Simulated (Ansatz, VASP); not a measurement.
This is a calculation of F for VASP 6.6.1.

File INCAR:

```
PREC     = Accurate       # precision mode
ENCUT    = 1350           # plane-wave cutoff, eV
EDIFF    = 1E-6           # SCF threshold, eV
ISMEAR   = -1             # smearing method
SIGMA    = 0.05           # smearing width, eV
LREAL    = F              # projectors in reciprocal space
LASPH    = T              # aspherical terms in the spheres
NELM     = 120            # most SCF steps
ALGO     = Normal         # electronic algorithm
ISIF     = 2              # what is computed and relaxed
LWAVE    = F              # write WAVECAR
LCHARG   = F              # write CHGCAR
GGA      = PE             # functional
NBANDS   = 22             # bands
GGA_COMPAT= F
```

The input KPOINTS:

```
Automatic mesh
0
Gamma
  9 9 4
```

The input POSCAR:

```
F
1.0
    2.7315430680     -1.6289929569      0.0000000000
    2.7315430680      1.6289929569      0.0000000000
   -1.5257028650      0.0000000000      7.0722297455
F
4
Direct
    0.4950000000      0.4950000000      0.4000000000
    0.5050000000      0.5050000000      0.6000000000
    0.9496000000      0.9496000000      0.9004000000
    0.0504000000      0.0504000000      0.0996000000
```

Potentials or basis: VASP PAW PBE potentials, release 64 (F_h).

The run is started by

```bash
$ cat potpaw_PBE.64/F_h/POTCAR > POTCAR
$ mpirun -np 1 vasp_std > vasp.out
```

Set up the same calculation for Ansatz 0.2.0. Potentials there: Ansatz PAW.

As run (the cutoff follows the program's own potentials):

input.yaml

```yaml
crystal:
  lattice:
    - [2.731543068, -1.6289929569, 0.0]
    - [2.731543068, 1.6289929569, 0.0]
    - [-1.525702865, 0.0, 7.0722297455]
  atoms:
    - { symbol: F, position: [0.495, 0.495, 0.4] }
    - { symbol: F, position: [0.505, 0.505, 0.6] }
    - { symbol: F, position: [0.9496, 0.9496, 0.9004] }
    - { symbol: F, position: [0.0504, 0.0504, 0.0996] }
hamiltonian:
  xc: pbe
  pseudopotentials: { kind: paw }
kpoints:
  mp_grid: { grid: [9, 9, 4] }
scf:
  occupations: { method: fermi_dirac, width: 0.05 }
output:
  forces: true
  stress: true
  eigenvalues: true
```

Potentials or basis: Ansatz PAW.

Run with:

```console
$ ansatz run input.yaml --threads 2 --pin off --max-ram 5120MiB --backend cpu --events-out ev --progress --plain --runs-dir out
```

Both were run:

|  | VASP | Ansatz | Ansatz less VASP |
| --- | --- | --- | --- |
| gap on the k mesh at the Fermi level (eV) | 2.42 | 2.42 | +0.001 |
| least direct gap on the mesh (eV) | 2.42 | 2.42 | +0.001 |
| pressure (GPa) | -1.0 | -0.4 | +0.55 |
| traceless stress, the component that is largest in VASP (GPa) | -2.55 | -2.65 | -0.107 |
| rms of the force components (eV/Å) | 0.318 | 0.320 | +0.0019 |

Atom by atom the forces differ by 0.002 eV/Å (rms over components).

Noted on Ansatz's run: odd divisions of the mesh miss points on the zone boundary, where band edges often lie, so the gap on the mesh can be too wide.
